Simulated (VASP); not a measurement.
# V (Fm-3m) in VASP: density of states with PBE

Aim: the density of states of V with PBE.

Everything below comes from runs of VASP 6.6.1. Logs are shortened: lines on timing, memory, paths and dates and some standing lists are left out, and cuts for length are marked.

**1. The cell of the first run**

It takes space group Fm-3m (No. 225, cubic). Conventional cell: a = 3.790 Å, b = 3.790 Å, c = 3.790 Å, α = 90.00°, β = 90.00°, γ = 90.00°. V (site symmetry m-3m) has 12 V at 2.68 Å within 3.5 Å.

**2. Density of states, PBE, collinear spin, ferromagnetic start**

POSCAR

```
V
1.0
    0.0000000000      1.8950000000      1.8950000000
    1.8950000000      0.0000000000      1.8950000000
    1.8950000000      1.8950000000      0.0000000000
V
1
Direct
    0.0000000000      0.0000000000      0.0000000000
```

INCAR.step1

```
PREC = Accurate
ENCUT = 520
EDIFF = 1E-6
ISMEAR = -1
SIGMA = 0.05
LREAL = F
LASPH = T
NELM = 150
ALGO = Normal
ISIF = 2
LWAVE = F
LCHARG = T
ISPIN = 2
MAGMOM = 1.5
LMAXMIX = 4
GGA = PE
NBANDS = 16
```

KPOINTS.step1

```
regular mesh
0
Gamma
  16 16 16
```

INCAR.step2

```
PREC = Accurate
ENCUT = 520
EDIFF = 1E-6
ISMEAR = -5
SIGMA = 0.05
LREAL = F
LASPH = T
NELM = 150
ALGO = Normal
ISIF = 2
LWAVE = F
LCHARG = F
ISPIN = 2
MAGMOM = 1.5
LORBIT = 11
LMAXMIX = 4
GGA = PE
NEDOS = 2001
ICHARG = 11
```

KPOINTS.step2

```
regular mesh
0
Gamma
  24 24 24
```

Potentials or basis: VASP PAW PBE potentials, release 64 (V_sv).

Run with:

```
$ cat potpaw_PBE.64/V_sv/POTCAR > POTCAR
$ cp INCAR.step1 INCAR
$ cp KPOINTS.step1 KPOINTS
$ mpirun -np 1 vasp_std > vasp.out
$ cp INCAR.step2 INCAR
$ cp KPOINTS.step2 KPOINTS
$ mpirun -np 1 vasp_std > vasp.out
```

OUTCAR:

```text
PREC = Accurate
   ENCUT = 520
   EDIFF = 1E-6
   ISMEAR = -5
   LREAL = F
   LASPH = T
   NELM = 150
   ISIF = 2
   ISPIN = 2
   LORBIT = 11
   GGA = PE
   ICHARG = 11

 ion  position               nearest neighbor table
   1  0.000  0.000  0.000-

  LATTYP: Found a face centered cubic cell.
 ALAT       =     3.7900000000

  Lattice vectors:

 A1 = (   0.0000000000,   1.8950000000,   1.8950000000)
 A2 = (   1.8950000000,   0.0000000000,   1.8950000000)
 A3 = (   1.8950000000,   1.8950000000,   0.0000000000)

Analysis of symmetry for initial positions (statically):
=====================================================================
 Subroutine PRICEL returns:
 Original cell was already a primitive cell.

 Routine SETGRP: Setting up the symmetry group for a
 face centered cubic supercell.

 Subroutine GETGRP returns: Found 48 space group operations
 (whereof 48 operations were pure point group operations)
 out of a pool of 48 trial point group operations.

The static configuration has the point symmetry O_h .

Analysis of symmetry for dynamics (positions and initial velocities):
=====================================================================
 Subroutine PRICEL returns:
 Original cell was already a primitive cell.

 Routine SETGRP: Setting up the symmetry group for a
 face centered cubic supercell.

 Subroutine GETGRP returns: Found 48 space group operations
 (whereof 48 operations were pure point group operations)
 out of a pool of 48 trial point group operations.

The dynamic configuration has the point symmetry O_h .

Analysis of structural, dynamic, and magnetic symmetry:
=====================================================================
 Subroutine PRICEL returns:
 Original cell was already a primitive cell.

 Routine SETGRP: Setting up the symmetry group for a
 face centered cubic supercell.

 Subroutine GETGRP returns: Found 48 space group operations
 (whereof 48 operations were pure point group operations)
 out of a pool of 48 trial point group operations.

The overall configuration has the point symmetry O_h .

 Subroutine INISYM returns: Found 48 space group operations
 (whereof 48 operations are pure point group operations),
 and found     1 'primitive' translations

----------------------------------------------------------------------------------------

                                     Primitive cell

  volume of cell :      13.6100

  direct lattice vectors                    reciprocal lattice vectors
     0.000000000  1.895000000  1.895000000    -0.263852243  0.263852243  0.263852243
     1.895000000  0.000000000  1.895000000     0.263852243 -0.263852243  0.263852243
     1.895000000  1.895000000  0.000000000     0.263852243  0.263852243 -0.263852243

  length of vectors
     2.679934701  2.679934701  2.679934701     0.457005490  0.457005490  0.457005490

  position of ions in fractional coordinates (direct lattice)
     0.000000000  0.000000000  0.000000000

  ion indices of the primitive-cell ions
   primitive index   ion index
                 1           1

----------------------------------------------------------------------------------------

 KPOINTS: regular mesh

Automatic generation of k-mesh.
 Grid dimensions read from file:
 generate k-points for:   24   24   24

 Generating k-lattice:

  Cartesian coordinates                     Fractional coordinates (reciprocal lattice)
    -0.010993843  0.010993843  0.010993843     0.041666667  0.000000000  0.000000000
     0.010993843 -0.010993843  0.010993843     0.000000000  0.041666667  0.000000000
     0.010993843  0.010993843 -0.010993843     0.000000000  0.000000000  0.041666667

  Length of vectors
     0.019041895  0.019041895  0.019041895

  Shift w.r.t. Gamma in fractional coordinates (k-lattice)
     0.000000000  0.000000000  0.000000000

 TETIRR: Found   1864 inequivalent tetrahedra from    82944

 Subroutine IBZKPT returns following result:
 ===========================================

 Found    413 irreducible k-points:

 Following reciprocal coordinates:
            Coordinates               Weight
  0.000000  0.000000  0.000000      1.000000
  0.041667  0.000000  0.000000      8.000000
  0.083333  0.000000  0.000000      8.000000
  0.125000  0.000000  0.000000      8.000000
  0.166667  0.000000  0.000000      8.000000
  0.208333  0.000000  0.000000      8.000000
[... 16 lines left out ...]
  0.416667  0.041667  0.000000     24.000000
  0.458333  0.041667  0.000000     24.000000
 [... further k-points ...]
   k-points           NKPTS =    413   k-points in BZ     NKDIM =    413   number of bands    NBANDS=     11
   number of dos      NEDOS =   2001   number of ions     NIONS =      1
   total plane-waves  NPLWV =   8000
   dimension x,y,z NGX =    20 NGY =   20 NGZ =   20
   dimension x,y,z NGXF=    40 NGYF=   40 NGZF=   40
   ions per type =               1
   NGX,Y,Z   is equivalent  to a cutoff of  12.41, 12.41, 12.41 a.u.
   NGXF,Y,Z  is equivalent  to a cutoff of  24.81, 24.81, 24.81 a.u.
 SYSTEM =  unknown system
   PREC   = accura    normal or accurate (medium, high low for compatibility)
   ISTART =      0    job   : 0-new  1-cont  2-samecut
   ICHARG =     11    charge: 1-file 2-atom 10-const
   ISPIN  =      2    spin polarized calculation?
   LNONCOLLINEAR =      F non collinear calculations
   LSORBIT =      F    spin-orbit coupling
   LASPH  =      T    aspherical Exc in radial PAW
   ENCUT  =  520.0 eV  38.22 Ry    6.18 a.u.   4.98  4.98  4.98*2*pi/ulx,y,z
   NELM   =    150;   NELMIN=  2; NELMDL=  0     # of ELM steps
   EDIFF  = 0.1E-05   stopping-criterion for ELM
   LREAL  =      F    real-space projection
   EDIFFG = 0.1E-04   stopping-criterion for IOM
   NSW    =      0    number of steps for IOM
   IBRION =     -1    ionic relax: 0-MD 1-quasi-New 2-CG
   NFREE  =      0    steps in history (QN), initial steepest desc. (CG)
   ISIF   =      2    stress and relaxation
   ISYM   =      2    0-nonsym 1-usesym 2-fastsym
   POTIM  = 0.5000    time-step for ionic-motion
   TEBEG  =    0.0;   TEEND  =   0.0 temperature during run
   PSTRESS=    0.0 pullay stress
   NELECT =      13.0000    total number of electrons
   NUPDOWN=      -1.0000    fix difference up-down
   EMIN   =  10.00;   EMAX   =-10.00  energy-range for DOS
   EFERMI =   0.00;   METHOD = LEGACY
   ISMEAR =    -5;   SIGMA  =   0.05  broadening in eV -4-tet -1-fermi 0-gaus
   EFERMI_NEDOS =   21; number of points for ismear=-14 and -15
   IALGO  =     38    algorithm
   IMIX   =      4    mixing-type and parameters
     AMIX     =   0.40;   BMIX     =  1.00
     AMIX_MAG =   1.60;   BMIX_MAG =  1.00
  volume/ion in A,a.u.               =      13.61        91.84
  Fermi-wavevector in a.u.,A,eV,Ry     =   1.612266  3.046741 35.367013  2.599402
  Thomas-Fermi vector in A             =   2.707524
   LORBIT       =     11    0 simple, 1 ext, 2 COOP (PROOUT), +10 PAW based schemes
   GGA     = PE    functional components
   LHFCALC =     F    Hartree Fock is set to
   AEXX    =    0.0000 exact exchange contribution
   IVDW    =     0    specifies the selected vdW correction
   LEPSILON=     F    determine dielectric tensor
   LRPA    =     F    only Hartree local field effects (RPA)
 spin polarized calculation
 Fermi weights with tetrahedron method with Bloechl corrections
  energy-cutoff  :      520.00
  volume of cell :       13.61
 maximum number of plane-waves:       380

 number of electron      13.0000007 magnetization       0.0002801

 Free energy of the ion-electron system (eV)
  ---------------------------------------------------
  ext. energy  EPLUGINS =         0.00000000
  ---------------------------------------------------
  free energy    TOTEN  =        -8.74603382 eV

  energy without entropy =       -8.74603382  energy(sigma->0) =       -8.74603382

 E-fermi :   9.8908     XC(G=0): -12.8513

 val. band max:        9.9063225316   @ k =  -0.4167   0.1667   0.0000
 cond. band min:       9.8828608904   @ k =   0.3750   0.2083   0.0833
 fundamental gap:     -0.0234616411
 Fermi energy:         9.8907644647

 spin component 1

 k-point     1 :       0.0000    0.0000    0.0000
  band No.  band energies     occupation
      1     -54.1600      1.00000
      2     -27.4849      1.00000
      3     -27.4849      1.00000
      4     -27.4849      1.00000
      5       3.0170      1.00000
      6      10.0601      0.00000
      7      10.0601      0.00000
      8      10.0601      0.00000
      9      11.8499      0.00000
     10      11.8499      0.00000
     11      27.6497      0.00000
[... 309 lines left out ...]
 k-point    24 :       0.4583    0.0417    0.0000
  band No.  band energies     occupation
      1     -53.9870      1.00000
      2     -28.3217      1.00000
      3     -27.5989      1.00000
      4     -27.5982      1.00000
      5       6.5313      1.00000
      6       9.8715      0.85124
      7      10.0125      0.00000
      8      10.4188      0.00000
      9      13.0175      0.00000
     10      13.0579      0.00000
     11      19.5341      0.00000

 [... further k-points ...]

 spin component 2

 k-point     1 :       0.0000    0.0000    0.0000
  band No.  band energies     occupation
      1     -54.1597      1.00000
      2     -27.4846      1.00000
      3     -27.4846      1.00000
      4     -27.4846      1.00000
      5       3.0171      1.00000
      6      10.0603      0.00000
      7      10.0603      0.00000
      8      10.0603      0.00000
      9      11.8501      0.00000
     10      11.8501      0.00000
     11      27.6500      0.00000
[... 309 lines left out ...]
 k-point    24 :       0.4583    0.0417    0.0000
  band No.  band energies     occupation
      1     -53.9868      1.00000
      2     -28.3215      1.00000
      3     -27.5986      1.00000
      4     -27.5980      1.00000
      5       6.5315      1.00000
      6       9.8717      0.84962
      7      10.0127      0.00000
      8      10.4190      0.00000
      9      13.0177      0.00000
     10      13.0581      0.00000
     11      19.5343      0.00000

 [... further k-points ...]

------------------------ aborting loop because EDIFF is reached ----------------------------------------

  FORCE on cell =-STRESS in cart. coord.  units (eV):
  Direction    XX          YY          ZZ          XY          YZ          ZX
  --------------------------------------------------------------------------------------
  -------------------------------------------------------------------------------------
  Total        0.3052011      0.3052011      0.3052011      0.0000000      0.0000000      0.0000000
  in kB       35.9284908     35.9284908     35.9284908      0.0000000      0.0000000      0.0000000
  external PRESSURE =      35.9284908 kB  Pullay stress =       0.0000000 kB

 VOLUME and BASIS-vectors are now :
 -----------------------------------------------------------------------------
  energy-cutoff  :      520.00
  volume of cell :       13.61
      direct lattice vectors                 reciprocal lattice vectors
     0.000000000  1.895000000  1.895000000    -0.263852243  0.263852243  0.263852243
     1.895000000  0.000000000  1.895000000     0.263852243 -0.263852243  0.263852243
     1.895000000  1.895000000  0.000000000     0.263852243  0.263852243 -0.263852243

 POSITION                                       TOTAL-FORCE (eV/Angst)
 -----------------------------------------------------------------------------------
      0.00000      0.00000      0.00000         0.000000      0.000000      0.000000
 -----------------------------------------------------------------------------------
    total drift:                               -0.000000      0.000000      0.000000

  FREE ENERGIE OF THE ION-ELECTRON SYSTEM (eV)
  ---------------------------------------------------
  free  energy   TOTEN  =        -8.7460338224 eV

  energy  without entropy=       -8.7460338224  energy(sigma->0) =       -8.74603382

 total charge

# of ion       s       p       d       tot
------------------------------------------
    1        2.347   6.232   3.045  11.624

 magnetization (x)

# of ion       s       p       d       tot
------------------------------------------
    1        0.000   0.000   0.000   0.000
```

It took 90 s on 1 thread of Intel Xeon Platinum 8259CL at 2.50GHz (Skylake/Cascade Lake), shared host; peak memory 0.21 GiB.

Results:

```yaml
Net_moment: 0.00 μB per cell
Valence_electrons_inside_the_program's_atomic_spheres: V 11.62
```

Levels at points of the mesh, in eV from the Fermi level:
Spin up:
```tsv
k point	band 2	band 3	band 4	band 5	band 6	band 7	band 8	band 9	band 10	band 11
(0.00, 0.00, 0.00)	-37.38	-37.38	-37.38	-6.87	0.17	0.17	0.17	1.96	1.96	17.76
(0.50, 0.00, 0.00)	-38.24	-37.49	-37.49	-3.38	0.05	0.05	0.85	3.16	3.16	9.22
(0.50, 0.50, 0.00)	-38.18	-37.68	-37.68	-3.54	-2.68	3.14	3.47	3.47	3.50	11.95
```
Spin down:
```csv
k point,band 4,band 5,band 6,band 7,band 8,band 9
"(0.00, 0.00, 0.00)",-37.38,-6.87,0.17,0.17,0.17,1.96
"(0.50, 0.00, 0.00)",-37.49,-3.38,0.05,0.05,0.85,3.16
"(0.50, 0.50, 0.00)",-37.68,-3.54,-2.68,3.14,3.47,3.47
```

Caveat: tetrahedron occupations give inexact forces and stress in metals.
